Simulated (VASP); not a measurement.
# BaTiO3 (P4mm) in VASP: settings compared, part 2 of 2

VASP 6.6.1. Earlier steps stand in the parts before.

## (3) Single point, PBE+U

INCAR

```
SYSTEM = BaTiO3
PREC = Accurate
ENCUT = 520
EDIFF = 1E-6
ISMEAR = 0
SIGMA = 0.01
LREAL = .FALSE.
LASPH = .TRUE.
NELM = 150
ALGO = Normal
ISIF = 2
LWAVE = .FALSE.
LCHARG = .TRUE.
LMAXMIX = 4
LDAU = .TRUE.
LDAUTYPE = 2
LDAUL = -1 2 -1
LDAUU = 0 1.5 0
LDAUJ = 0 0 0
LDAUPRINT = 1
GGA = PE
LELF = .TRUE.
LVHAR = .TRUE.
NBANDS = 28
```

KPOINTS

```
Automatic mesh
0
G
  6 6 6
  0 0 0
```

POSCAR

```
BaTiO3
1.0
    3.9998000000      0.0000000000      0.0000000000
    0.0000000000      3.9998000000      0.0000000000
    0.0000000000      0.0000000000      4.0180000000
Ba Ti O
1 1 3
Direct
    0.0000000000      0.0000000000      0.0000000000
    0.5000000000      0.5000000000      0.4900000000
    0.5000000000      0.5000000000      0.0190000000
    0.5000000000      0.0000000000      0.5170000000
    0.0000000000      0.5000000000      0.5170000000
```

Potentials or basis: VASP PAW PBE potentials, release 64 (Ba_sv, Ti_sv, O).

Command:

```sh
$ cat potpaw_PBE.64/Ba_sv/POTCAR potpaw_PBE.64/Ti_sv/POTCAR potpaw_PBE.64/O/POTCAR > POTCAR
$ mpirun -np 1 vasp_std > vasp.out
```

OUTCAR:

```text
SYSTEM = BaTiO3
   PREC = Accurate
   ENCUT = 520
   EDIFF = 1E-6
   ISMEAR = 0
   LREAL = .FALSE.
   LASPH = .TRUE.
   NELM = 150
   ISIF = 2
   GGA = PE

 ion  position               nearest neighbor table
   1  0.000  0.000  0.000-   4 2.79   5 2.79   5 2.79   4 2.79   3 2.83   3 2.83   3 2.83   3 2.83
                             4 2.88   5 2.88   5 2.88   4 2.88   2 3.45   2 3.45   2 3.45   2 3.45
   2  0.500  0.500  0.490-   3 1.89   4 2.00   5 2.00   4 2.00   5 2.00   3 2.13   1 3.45   1 3.45
                             1 3.45   1 3.45   1 3.49   1 3.49   1 3.49   1 3.49
   3  0.500  0.500  0.019-   2 1.89   2 2.13   1 2.83   1 2.83   1 2.83   1 2.83
   4  0.500  0.000  0.517-   2 2.00   2 2.00   1 2.79   1 2.79   1 2.88   1 2.88
   5  0.000  0.500  0.517-   2 2.00   2 2.00   1 2.79   1 2.79   1 2.88   1 2.88

  LATTYP: Found a simple tetragonal cell.
 ALAT       =     3.9998000000
 C/A-ratio  =     1.0045502275

  Lattice vectors:

 A1 = (   3.9998000000,   0.0000000000,   0.0000000000)
 A2 = (   0.0000000000,   3.9998000000,   0.0000000000)
 A3 = (   0.0000000000,   0.0000000000,   4.0180000000)

Analysis of symmetry for initial positions (statically):
=====================================================================
 Subroutine PRICEL returns:
 Original cell was already a primitive cell.

 Routine SETGRP: Setting up the symmetry group for a
 simple tetragonal supercell.

 Subroutine GETGRP returns: Found  8 space group operations
 (whereof  8 operations were pure point group operations)
 out of a pool of 16 trial point group operations.

The static configuration has the point symmetry C_4v.

Analysis of symmetry for dynamics (positions and initial velocities):
=====================================================================
 Subroutine PRICEL returns:
 Original cell was already a primitive cell.

 Routine SETGRP: Setting up the symmetry group for a
 simple tetragonal supercell.

 Subroutine GETGRP returns: Found  8 space group operations
 (whereof  8 operations were pure point group operations)
 out of a pool of 16 trial point group operations.

The dynamic configuration has the point symmetry C_4v.

 Subroutine INISYM returns: Found  8 space group operations
 (whereof  8 operations are pure point group operations),
 and found     1 'primitive' translations

----------------------------------------------------------------------------------------

                                     Primitive cell

  volume of cell :      64.2816

  direct lattice vectors                    reciprocal lattice vectors
     3.999800000  0.000000000  0.000000000     0.250012501  0.000000000  0.000000000
     0.000000000  3.999800000  0.000000000     0.000000000  0.250012501  0.000000000
     0.000000000  0.000000000  4.018000000     0.000000000  0.000000000  0.248880040

  length of vectors
     3.999800000  3.999800000  4.018000000     0.250012501  0.250012501  0.248880040

  position of ions in fractional coordinates (direct lattice)
     0.000000000  0.000000000  0.000000000
     0.500000000  0.500000000  0.490000000
     0.500000000  0.500000000  0.019000000
     0.500000000  0.000000000  0.517000000
[... 100 lines left out ...]
     AMIX     =   0.40;   BMIX     =  1.00
     AMIX_MAG =   1.60;   BMIX_MAG =  1.00
  volume/ion in A,a.u.               =      12.86        86.76
  Fermi-wavevector in a.u.,A,eV,Ry     =   1.397653  2.641181 26.578078  1.953434
  Thomas-Fermi vector in A             =   2.520888
   LORBIT       =      0    0 simple, 1 ext, 2 COOP (PROOUT), +10 PAW based schemes
 LDA+U is selected, type is set to LDAUTYPE =  2
   angular momentum for each species LDAUL =    -1    2   -1
   U (eV)           for each species LDAUU =   0.0  1.5  0.0
   J (eV)           for each species LDAUJ =   0.0  0.0  0.0
   GGA     = PE    functional components
   LHFCALC =     F    Hartree Fock is set to
   AEXX    =    0.0000 exact exchange contribution
   IVDW    =     0    specifies the selected vdW correction
   LEPSILON=     F    determine dielectric tensor
   LRPA    =     F    only Hartree local field effects (RPA)
 non-spin polarized calculation
 Gauss-broadening in eV      SIGMA  =   0.01
  energy-cutoff  :      520.00
  volume of cell :       64.28
 maximum number of plane-waves:      1751
 NGX is ok and might be reduce to    30
   NGX = 15   NGY = 15   NGZ = 15

atom =   2  type =  2  l = 2

 onsite density matrix

spin component  1

  0.1145 -0.0000  0.0000  0.0000 -0.0000
 -0.0000  0.1211 -0.0000  0.0000  0.0000
  0.0000 -0.0000  0.2484 -0.0000 -0.0000
  0.0000  0.0000 -0.0000  0.1211  0.0000
 -0.0000  0.0000 -0.0000  0.0000  0.2406

spin component  2

  0.1145 -0.0000  0.0000  0.0000 -0.0000
 -0.0000  0.1211 -0.0000  0.0000  0.0000
  0.0000 -0.0000  0.2484 -0.0000 -0.0000
  0.0000  0.0000 -0.0000  0.1211  0.0000
 -0.0000  0.0000 -0.0000  0.0000  0.2406

 occupancies and eigenvectors

  o =  0.1145  v =  1.0000  0.0000  0.0000  0.0000  0.0000  0.0000  0.0000  0.0000  0.0000  0.0000      0.0000  0.0000  0.0000  0.0000  0.0000  0.0000  0.0000  0.0000  0.0000  0.0000
  o =  0.1145  v =  0.0000  0.0000  0.0000  0.0000  0.0000  1.0000  0.0000  0.0000  0.0000  0.0000      0.0000  0.0000  0.0000  0.0000  0.0000  0.0000  0.0000  0.0000  0.0000  0.0000
  o =  0.1211  v =  0.0000 -0.7535  0.0000 -0.6574  0.0000  0.0000  0.0000  0.0000  0.0000  0.0000      0.0000  0.0000  0.0000  0.0000  0.0000  0.0000  0.0000  0.0000  0.0000  0.0000
  o =  0.1211  v =  0.0000  0.0000  0.0000  0.0000  0.0000  0.0000 -0.7535  0.0000 -0.6574  0.0000      0.0000  0.0000  0.0000  0.0000  0.0000  0.0000  0.0000  0.0000  0.0000  0.0000
  o =  0.1211  v =  0.0000  0.0000  0.0000  0.0000  0.0000  0.0000 -0.6574  0.0000  0.7535 -0.0000      0.0000  0.0000  0.0000  0.0000  0.0000  0.0000  0.0000  0.0000  0.0000  0.0000
  o =  0.1211  v =  0.0000 -0.6574  0.0000  0.7535 -0.0000  0.0000  0.0000  0.0000  0.0000  0.0000      0.0000  0.0000  0.0000  0.0000  0.0000  0.0000  0.0000  0.0000  0.0000  0.0000
  o =  0.2406  v =  0.0000  0.0000  0.0000  0.0000  0.0000  0.0000  0.0000  0.0000  0.0000  1.0000      0.0000  0.0000  0.0000  0.0000  0.0000  0.0000  0.0000  0.0000  0.0000  0.0000
  o =  0.2406  v =  0.0000  0.0000  0.0000  0.0000  1.0000  0.0000  0.0000  0.0000  0.0000  0.0000      0.0000  0.0000  0.0000  0.0000  0.0000  0.0000  0.0000  0.0000  0.0000  0.0000
  o =  0.2484  v =  0.0000  0.0000  0.0000  0.0000  0.0000  0.0000  0.0000  1.0000 -0.0000 -0.0000      0.0000  0.0000  0.0000  0.0000  0.0000  0.0000  0.0000  0.0000  0.0000  0.0000
  o =  0.2484  v =  0.0000  0.0000  1.0000 -0.0000 -0.0000  0.0000  0.0000  0.0000  0.0000  0.0000      0.0000  0.0000  0.0000  0.0000  0.0000  0.0000  0.0000  0.0000  0.0000  0.0000

 number of electron      39.9999977 magnetization

 Free energy of the ion-electron system (eV)
  ---------------------------------------------------
  ext. energy  EPLUGINS =         0.00000000
  ---------------------------------------------------
  free energy    TOTEN  =       -38.94133209 eV

  energy without entropy =      -38.94133209  energy(sigma->0) =      -38.94133209

 E-fermi :   4.1082     XC(G=0): -11.2450

 val. band max:        3.9001764258   @ k =   0.5000   0.5000   0.5000
 cond. band min:       5.8382916621   @ k =   0.0000   0.0000   0.0000
 fundamental gap:      1.9381152363
 Fermi energy:         4.1082032244

 k-point     1 :       0.0000    0.0000    0.0000
  band No.  band energies     occupation
      1     -53.1108      2.00000
      2     -29.3319      2.00000
      3     -29.3034      2.00000
      4     -29.3034      2.00000
      5     -20.9634      2.00000
      6     -13.0451      2.00000
[... 733 lines left out ...]
     27      12.0104      0.00000
     28      13.3014      0.00000

 [... further k-points ...]
[... 5 lines left out ...]
  --------------------------------------------------------------------------------------
  -------------------------------------------------------------------------------------
  Total        2.0248016      2.0248016      2.4507572      0.0000000      0.0000000      0.0000000
  in kB       50.4668930     50.4668930     61.0835674      0.0000000      0.0000000      0.0000000
  external PRESSURE =      54.0057844 kB  Pullay stress =       0.0000000 kB

 VOLUME and BASIS-vectors are now :
 -----------------------------------------------------------------------------
  energy-cutoff  :      520.00
  volume of cell :       64.28
      direct lattice vectors                 reciprocal lattice vectors
     3.999800000  0.000000000  0.000000000     0.250012501  0.000000000  0.000000000
     0.000000000  3.999800000  0.000000000     0.000000000  0.250012501  0.000000000
     0.000000000  0.000000000  4.018000000     0.000000000  0.000000000  0.248880040

 POSITION                                       TOTAL-FORCE (eV/Angst)
 -----------------------------------------------------------------------------------
      0.00000      0.00000      0.00000        -0.000000      0.000000      0.072789
      1.99990      1.99990      1.96882        -0.000000     -0.000000      0.100726
      1.99990      1.99990      0.07634        -0.000000      0.000000      0.071927
      1.99990      0.00000      2.07731        -0.000000      0.000000     -0.122721
      0.00000      1.99990      2.07731         0.000000     -0.000000     -0.122721
 -----------------------------------------------------------------------------------
    total drift:                                0.000000      0.000000     -0.000145

  FREE ENERGIE OF THE ION-ELECTRON SYSTEM (eV)
  ---------------------------------------------------
  free  energy   TOTEN  =       -38.9413320891 eV

  energy  without entropy=      -38.9413320891  energy(sigma->0) =      -38.94133209
```

Wall time 63 s (1 thread of Intel Xeon 6975P-C, shared host); peak memory 0.22 GiB.

What came out:

| Quantity | Value |
| --- | --- |
| Free energy | -38.9413 eV |
| Pressure | 5.4 GPa |
| Largest force | 0.123 eV/Å |
| Band gap on the k mesh | 1.94 eV, indirect (least direct gap 2.24 eV) |

Forces in eV/Å, atoms in the order of the input:
```
Ba   0.000  0.000  0.073
Ti   0.000  0.000  0.101
O    0.000  0.000  0.072
O    0.000  0.000 -0.123
O    0.000  0.000 -0.123
```

Levels at points of the mesh, in eV from the valence-band top:
```tsv
k point	band 16	band 17	band 18	band 19	band 20	band 21	band 22	band 23	band 24	band 25
(0.00, 0.00, 0.00)	-1.23	-1.14	-0.32	-0.30	-0.30	1.94	2.13	2.13	3.97	4.06
(0.50, 0.00, 0.00)	-1.95	-1.80	-1.72	-0.96	-0.87	2.28	3.64	3.66	4.02	5.83
(0.50, 0.50, 0.00)	-2.69	-1.82	-0.98	-0.98	-0.09	3.68	3.68	4.08	4.67	7.61
(0.00, 0.00, 0.50)	-1.96	-1.91	-1.91	-0.73	-0.73	2.11	3.69	3.69	3.97	5.96
(0.50, 0.00, 0.50)	-2.65	-1.78	-0.91	-0.90	-0.17	3.66	3.70	4.06	4.79	7.57
(0.50, 0.50, 0.50)	-2.42	-2.39	-0.08	-0.08	0.00	4.30	4.30	4.31	6.51	6.67
```

Eigenvalues of the final occupation matrices:
```tsv
site	spin	trace	eigenvalues
site 2 d	1	0.85	0.11 0.12 0.12 0.24 0.25
site 2 d	2	0.85	0.11 0.12 0.12 0.24 0.25
```

Caveat: spin-orbit coupling is left out, which moves the levels of the heavy elements.
